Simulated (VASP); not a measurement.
# MgO (R-3m) in VASP: single point with HSE06

Aim: the single point of MgO with HSE06.

All numbers are computed with VASP 6.6.1; they aren't measurements. Logs are shortened: lines on timing, memory, paths and dates and some standing lists are left out, and cuts for length are marked.

## Step 1: The cell of the first run

The structure is trigonal, space group R-3m (No. 166). Conventional cell: a = 2.973 Å, b = 2.973 Å, c = 7.103 Å, α = 90.00°, β = 90.00°, γ = 120.00°. Within 2.8 Å of Mg (site symmetry -3m) lie 6 O at 2.09 Å. O (site symmetry -3m) has 6 Mg at 2.09 Å within 2.8 Å.

## Step 2: Single point, HSE06 (strain along [111] -2.5%)

Contents of POSCAR:

```
MgO
1.0
   -0.0344755456      2.0676918712      2.0676918712
    2.0676918712     -0.0344755456      2.0676918712
    2.0676918712      2.0676918712     -0.0344755456
Mg O
1 1
Direct
    0.0000000000      0.0000000000      0.0000000000
    0.5000000000      0.5000000000      0.5000000000
```

Contents of INCAR.step1:

```
PREC = Accurate
ENCUT = 520
EDIFF = 1E-5
ISMEAR = 0
SIGMA = 0.01
LREAL = F
LASPH = T
NELM = 100
ALGO = Normal
ISIF = 2
LWAVE = T
LCHARG = F
GGA = PE
NBANDS = 11
```

Contents of INCAR.step2:

```
PREC = Accurate
ENCUT = 520
EDIFF = 1E-7
ISMEAR = 0
SIGMA = 0.01
LREAL = F
LASPH = T
NELM = 100
ALGO = Normal
ISIF = 2
LWAVE = F
LCHARG = F
GGA = PE
LHFCALC = T
HFSCREEN = 0.2079
PRECFOCK = Normal
ISTART = 1
NBANDS = 11
```

Contents of KPOINTS:

```
regular mesh
0
Gamma
  8 8 8
```

Potentials or basis: VASP PAW PBE potentials, release 64 (Mg, O).

On the command line:

```sh
$ cat potpaw_PBE.64/Mg/POTCAR potpaw_PBE.64/O/POTCAR > POTCAR
$ cp INCAR.step1 INCAR
$ mpirun -np 1 vasp_std > vasp.out
$ cp INCAR.step2 INCAR
$ mpirun -np 1 vasp_std > vasp.out
```

OUTCAR:

```text
PREC = Accurate
   ENCUT = 520
   EDIFF = 1E-7
   ISMEAR = 0
   LREAL = F
   LASPH = T
   NELM = 100
   ISIF = 2
   GGA = PE
   LHFCALC = T
   HFSCREEN = 0.2079
   PRECFOCK = Normal
   ISTART = 1

 ion  position               nearest neighbor table
   1  0.000  0.000  0.000-   2 2.09   2 2.09   2 2.09   2 2.09   2 2.09   2 2.09
   2  0.500  0.500  0.500-   1 2.09   1 2.09   1 2.09   1 2.09   1 2.09   1 2.09

  LATTYP: Found a trigonal (rhomboedric) cell.
 ALAT       =     2.9243611117
 COS(alpha) =     0.4832593816

  Lattice vectors:

 A1 = (  -0.0344755456,   2.0676918712,   2.0676918712)
 A2 = (   2.0676918712,  -0.0344755456,   2.0676918712)
 A3 = (   2.0676918712,   2.0676918712,  -0.0344755456)

Analysis of symmetry for initial positions (statically):
=====================================================================
 Subroutine PRICEL returns:
 Original cell was already a primitive cell.

 Routine SETGRP: Setting up the symmetry group for a
 trigonal (rhombohedral) supercell.

 Subroutine GETGRP returns: Found 12 space group operations
 (whereof 12 operations were pure point group operations)
 out of a pool of 12 trial point group operations.

The static configuration has the point symmetry D_3d.

Analysis of symmetry for dynamics (positions and initial velocities):
=====================================================================
 Subroutine PRICEL returns:
 Original cell was already a primitive cell.

 Routine SETGRP: Setting up the symmetry group for a
 trigonal (rhombohedral) supercell.

 Subroutine GETGRP returns: Found 12 space group operations
 (whereof 12 operations were pure point group operations)
 out of a pool of 12 trial point group operations.

The dynamic configuration has the point symmetry D_3d.

 Subroutine INISYM returns: Found 12 space group operations
 (whereof 12 operations are pure point group operations),
 and found     1 'primitive' translations

----------------------------------------------------------------------------------------

                                     Primitive cell

  volume of cell :      18.1224

  direct lattice vectors                    reciprocal lattice vectors
    -0.034475546  2.067691871  2.067691871    -0.235850196  0.239849310  0.239849310
     2.067691871 -0.034475546  2.067691871     0.239849310 -0.235850196  0.239849310
     2.067691871  2.067691871 -0.034475546     0.239849310  0.239849310 -0.235850196

  length of vectors
     2.924361112  2.924361112  2.924361112     0.413135205  0.413135205  0.413135205

  position of ions in fractional coordinates (direct lattice)
     0.000000000  0.000000000  0.000000000
     0.500000000  0.500000000  0.500000000

  ion indices of the primitive-cell ions
   primitive index   ion index
                 1           1
                 2           2

----------------------------------------------------------------------------------------

 KPOINTS: regular mesh

Automatic generation of k-mesh.
 Grid dimensions read from file:
 generate k-points for:    8    8    8

 Generating k-lattice:

  Cartesian coordinates                     Fractional coordinates (reciprocal lattice)
    -0.029481274  0.029981164  0.029981164     0.125000000  0.000000000 -0.000000000
     0.029981164 -0.029481274  0.029981164     0.000000000  0.125000000 -0.000000000
     0.029981164  0.029981164 -0.029481274     0.000000000  0.000000000  0.125000000

  Length of vectors
     0.051641901  0.051641901  0.051641901

  Shift w.r.t. Gamma in fractional coordinates (k-lattice)
     0.000000000  0.000000000  0.000000000

 Subroutine IBZKPT returns following result:
 ===========================================

 Found     65 irreducible k-points:

 Following reciprocal coordinates:
            Coordinates               Weight
  0.000000  0.000000  0.000000      1.000000
  0.125000  0.000000 -0.000000      6.000000
  0.250000  0.000000 -0.000000      6.000000
  0.375000  0.000000  0.000000      6.000000
  0.500000  0.000000 -0.000000      3.000000
  0.125000  0.125000 -0.000000      6.000000
[... 16 lines left out ...]
  0.250000  0.125000  0.125000      6.000000
  0.375000  0.125000  0.125000      6.000000
 [... further k-points ...]
   k-points           NKPTS =     65   k-points in BZ     NKDIM =    512   number of bands    NBANDS=     11
   number of dos      NEDOS =    301   number of ions     NIONS =      2
   total plane-waves  NPLWV =  13824
   dimension x,y,z NGX =    24 NGY =   24 NGZ =   24
   dimension x,y,z NGXF=    48 NGYF=   48 NGZF=   48
   ions per type =               1   1
   NGX,Y,Z   is equivalent  to a cutoff of  13.64, 13.64, 13.64 a.u.
   NGXF,Y,Z  is equivalent  to a cutoff of  27.29, 27.29, 27.29 a.u.
 SYSTEM =  unknown system
   PREC   = accura    normal or accurate (medium, high low for compatibility)
   ISTART =      1    job   : 0-new  1-cont  2-samecut
   ICHARG =      0    charge: 1-file 2-atom 10-const
   ISPIN  =      1    spin polarized calculation?
   LNONCOLLINEAR =      F non collinear calculations
   LSORBIT =      F    spin-orbit coupling
   LASPH  =      T    aspherical Exc in radial PAW
   ENCUT  =  520.0 eV  38.22 Ry    6.18 a.u.   5.44  5.44  5.44*2*pi/ulx,y,z
   NELM   =    100;   NELMIN=  2; NELMDL=  0     # of ELM steps
   EDIFF  = 0.1E-06   stopping-criterion for ELM
   LREAL  =      F    real-space projection
   EDIFFG = 0.1E-05   stopping-criterion for IOM
   NSW    =      0    number of steps for IOM
   IBRION =     -1    ionic relax: 0-MD 1-quasi-New 2-CG
   NFREE  =      0    steps in history (QN), initial steepest desc. (CG)
   ISIF   =      2    stress and relaxation
   ISYM   =      3    0-nonsym 1-usesym 2-fastsym
   POTIM  = 0.5000    time-step for ionic-motion
   TEBEG  =    0.0;   TEEND  =   0.0 temperature during run
   PSTRESS=    0.0 pullay stress
   NELECT =       8.0000    total number of electrons
   NUPDOWN=      -1.0000    fix difference up-down
   EMIN   =  10.00;   EMAX   =-10.00  energy-range for DOS
   EFERMI =   0.00;   METHOD = LEGACY
   ISMEAR =     0;   SIGMA  =   0.01  broadening in eV -4-tet -1-fermi 0-gaus
   EFERMI_NEDOS =   21; number of points for ismear=-14 and -15
   IALGO  =     38    algorithm
   IMIX   =      1    mixing-type and parameters
     AMIX     =   0.40;   BMIX     =  1.00
     AMIX_MAG =   1.60;   BMIX_MAG =  1.00
  volume/ion in A,a.u.               =       9.06        61.15
  Fermi-wavevector in a.u.,A,eV,Ry     =   1.246522  2.355585 21.140965  1.553817
  Thomas-Fermi vector in A             =   2.380696
   LORBIT       =      0    0 simple, 1 ext, 2 COOP (PROOUT), +10 PAW based schemes
   GGA     = PE    functional components
   LHFCALC =     T    Hartree Fock is set to
   PRECFOCK=normal    Normal, Fast or Accurate (Low or Medium for compatibility)
   ENCUT4O =  -1.0   cutoff for four orbital integrals eV
   NKREDX  =     1    reduce k-point grid by
   NKREDY  =     1    reduce k-point grid by
   NKREDZ  =     1    reduce k-point grid by
   AEXX    =    0.2500 exact exchange contribution
   HFSCREEN=    0.2079 screening length (either q_TF or 0.3 A-1)
   HFSCREENC=   0.2079 screening length for correlation (either q_TF or 0.3 A-1)
   ENCUTFOCK=  -1.0 apply spherical cutoff to Coloumb kernel
   IVDW    =     0    specifies the selected vdW correction
   LEPSILON=     F    determine dielectric tensor
   LRPA    =     F    only Hartree local field effects (RPA)
 non-spin polarized calculation
 Gauss-broadening in eV      SIGMA  =   0.01
  energy-cutoff  :      520.00
  volume of cell :       18.12
 maximum number of plane-waves:       525
 NGX is ok and might be reduce to    24
  NGX = 18; NGY = 18; NGZ = 18

 number of electron       8.0000001 magnetization

 Free energy of the ion-electron system (eV)
  ---------------------------------------------------
  ext. energy  EPLUGINS =         0.00000000
  ---------------------------------------------------
  free energy    TOTEN  =       -14.19808507 eV

  energy without entropy =      -14.19808507  energy(sigma->0) =      -14.19808507

 E-fermi :   2.4693     XC(G=0):  -9.2106

 val. band max:        2.2860312599   @ k =   0.0000   0.0000   0.0000
 cond. band min:       8.9196238923   @ k =   0.0000   0.0000   0.0000
 fundamental gap:      6.6335926324
 Fermi energy:         2.4693468412

 k-point     1 :       0.0000    0.0000    0.0000
  band No.  band energies     occupation
      1     -16.8223      2.00000
      2       2.1036      2.00000
      3       2.1036      2.00000
      4       2.2860      2.00000
      5       8.9196      0.00000
      6      19.8510      0.00000
      7      19.8510      0.00000
      8      20.6351      0.00000
      9      24.1058      0.00000
     10      26.0931      0.00000
     11      26.0931      0.00000

 k-point     2 :       0.1250    0.0000   -0.0000
  band No.  band energies     occupation
      1     -16.6438      2.00000
      2       1.1320      2.00000
      3       1.9914      2.00000
      4       2.1495      2.00000
      5       9.8500      0.00000
      6      18.2888      0.00000
      7      20.2645      0.00000
      8      20.9361      0.00000
      9      25.1019      0.00000
     10      25.2860      0.00000
     11      26.4862      0.00000

 k-point     3 :       0.2500    0.0000   -0.0000
  band No.  band energies     occupation
      1     -16.1799      2.00000
      2      -0.7409      2.00000
      3       1.7324      2.00000
      4       1.8764      2.00000
      5      11.3699      0.00000
      6      16.8647      0.00000
      7      20.9530      0.00000
      8      21.4507      0.00000
      9      24.5602      0.00000
     10      25.0686      0.00000
     11      26.9525      0.00000
[... 267 lines left out ...]
 k-point    23 :       0.2500    0.1250    0.1250
  band No.  band energies     occupation
      1     -16.3551      2.00000
      2       0.1951      2.00000
      3       1.6034      2.00000
      4       1.8919      2.00000
      5      10.9857      0.00000
      6      17.1882      0.00000
      7      20.7064      0.00000
      8      20.9638      0.00000
      9      23.3878      0.00000
     10      25.5764      0.00000
     11      28.2850      0.00000

 k-point    24 :       0.3750    0.1250    0.1250
  band No.  band energies     occupation
      1     -15.8707      2.00000
      2      -1.3334      2.00000
      3       1.1613      2.00000
      4       1.6388      2.00000
      5      12.3977      0.00000
      6      16.3417      0.00000
      7      20.2896      0.00000
      8      21.7029      0.00000
      9      23.2758      0.00000
     10      26.3289      0.00000
     11      28.5850      0.00000

 [... further k-points ...]

------------------------ aborting loop because EDIFF is reached ----------------------------------------

  FORCE on cell =-STRESS in cart. coord.  units (eV):
  Direction    XX          YY          ZZ          XY          YZ          ZX
  --------------------------------------------------------------------------------------
  -------------------------------------------------------------------------------------
  Total        0.4246208      0.4246208      0.4246208      0.2893872      0.2893872      0.2893872
  in kB       37.5402526     37.5402526     37.5402526     25.5843997     25.5843997     25.5843997
  external PRESSURE =      37.5402526 kB  Pullay stress =       0.0000000 kB

 VOLUME and BASIS-vectors are now :
 -----------------------------------------------------------------------------
  energy-cutoff  :      520.00
  volume of cell :       18.12
      direct lattice vectors                 reciprocal lattice vectors
    -0.034475546  2.067691871  2.067691871    -0.235850196  0.239849310  0.239849310
     2.067691871 -0.034475546  2.067691871     0.239849310 -0.235850196  0.239849310
     2.067691871  2.067691871 -0.034475546     0.239849310  0.239849310 -0.235850196

 POSITION                                       TOTAL-FORCE (eV/Angst)
 -----------------------------------------------------------------------------------
      0.00000      0.00000      0.00000         0.000000     -0.000000     -0.000000
      2.05045      2.05045      2.05045        -0.000000      0.000000      0.000000
 -----------------------------------------------------------------------------------
    total drift:                               -0.000000     -0.000000     -0.000000

  FREE ENERGIE OF THE ION-ELECTRON SYSTEM (eV)
  ---------------------------------------------------
  free  energy   TOTEN  =       -14.1980850683 eV

  energy  without entropy=      -14.1980850683  energy(sigma->0) =      -14.19808507
```

Wall time 80 min (1 thread of Intel Xeon Platinum 8488C (Sapphire Rapids), shared host); peak memory 0.27 GiB.

What came out:

```
Free energy            : -14.1981 eV
Pressure               : 3.8 GPa
Band gap on the k mesh : 6.63 eV
```

Caveat: the cell differs from its parent crystal (strain along [111] -2.5%); the cell stands under pressure; the PAW data sets were made with another functional, which shifts forces and pressure a little.
